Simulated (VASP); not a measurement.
Input of a VASP 6.6.1 run:

Contents of POSCAR:

```
TiRe3
1.0
    3.8326459062      0.0000000000      0.0000000000
    0.0000000000      3.8326459062      0.0000000000
    0.0000000000      0.0000000000      3.8326459062
Ti Re
1 3
Direct
    0.0000000000      0.0000000000      0.0000000000
    0.0000000000      0.5000000000      0.5000000000
    0.5000000000      0.0000000000      0.5000000000
    0.5000000000      0.5000000000      0.0000000000
```

File INCAR.step1:

```
  PREC = Accurate
  ENCUT = 520
  ISMEAR = 0
  SIGMA = 0.1
  LREAL = False
  LASPH = True
  NELM = 100
  NBANDS = 24
  GGA = PE
  ALGO = Normal
  EDIFF = 1E-4
  LWAVE = True
  LCHARG = False
```

File INCAR.step2:

```
  PREC = Accurate
  ENCUT = 520
  EDIFF = 1E-6
  ISMEAR = 0
  SIGMA = 0.1
  LREAL = False
  LASPH = True
  NELM = 100
  ALGO = Normal
  ISIF = 2
  LWAVE = False
  LCHARG = False
  METAGGA = R2SCAN
  LMIXTAU = True
  NBANDS = 24
  ISTART = 1
```

Contents of KPOINTS:

```
regular mesh
0
Gamma
  6 6 6
```

Potentials or basis: VASP PAW PBE potentials, release 64 (Ti_sv, Re).

The run is started by

```bash
$ cat potpaw_PBE.64/Ti_sv/POTCAR potpaw_PBE.64/Re/POTCAR > POTCAR
$ cp INCAR.step1 INCAR
$ mpirun -np 1 vasp_std > vasp.out
$ cp INCAR.step2 INCAR
$ mpirun -np 1 vasp_std > vasp.out
```

(1) Estimate the band gap on the k mesh.

(2) Estimate the pressure.

## Answers

(1) zero (an odd number of electrons rules out a gap without spin polarisation).

(2) 23.1 GPa.

Caveat: the cell stands under pressure; the PAW data sets were made with another functional, which shifts forces and pressure a little; spin-orbit coupling is left out, which moves the levels of the heavy elements.
